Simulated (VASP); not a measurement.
Set up this calculation in VASP 6.6.1, as the native input.

| Quantity | Value |
| --- | --- |
| Task | single point |
| Functional | LDA |
| Potentials or basis | VASP PAW LDA potentials, release 64 (C) |
| Cutoff | 520 eV |
| k mesh | 14 × 14 × 1 |
| Occupations | fermi-dirac, width 0.02 eV |
| Spin | no spin polarisation |
| Dipole correction | yes |
| Further INCAR settings | ALGO = Normal; EDIFF = 1e-06; NBANDS = 11 |

The structure of C lies in POSCAR:

```
C
1.0
    2.4973051747      0.0000000000      0.0000000000
   -1.2486525873      2.1627297223      0.0000000000
    0.0000000000      0.0000000000     22.0002000000
C
2
Direct
    0.8333333333      0.1666666667      0.5000044145
    0.1666666667      0.8333333333      0.4999955855
```

The input as run:

INCAR

```
PREC = Accurate ; ENCUT = 520
EDIFF = 1E-6 ; ISMEAR = -1
SIGMA = 0.02 ; LREAL = False
LASPH = True ; NELM = 80
ALGO = Normal ; ISIF = 2
LWAVE = False ; LCHARG = False
LDIPOL = True ; IDIPOL = 3
DIPOL = 0.5 0.5 0.500 ; NBANDS = 11
```

KPOINTS

```
Automatic mesh
0
Gamma
  14 14 1
```

Potentials or basis: VASP PAW LDA potentials, release 64 (C).

The run is started by

```bash
$ cat potpaw_LDA.64/C/POTCAR > POTCAR
$ mpirun -np 1 vasp_std > vasp.out
```

Results of the run:

```json
{
 "Largest force": "0.003 eV/Å",
 "Band gap on the k mesh": "1.17 eV, direct"
}
```

Run time: 33 s on 1 thread of Intel(R) Xeon(R) 6975P-C (Granite Rapids), on a shared host, peak memory 0.19 GiB.
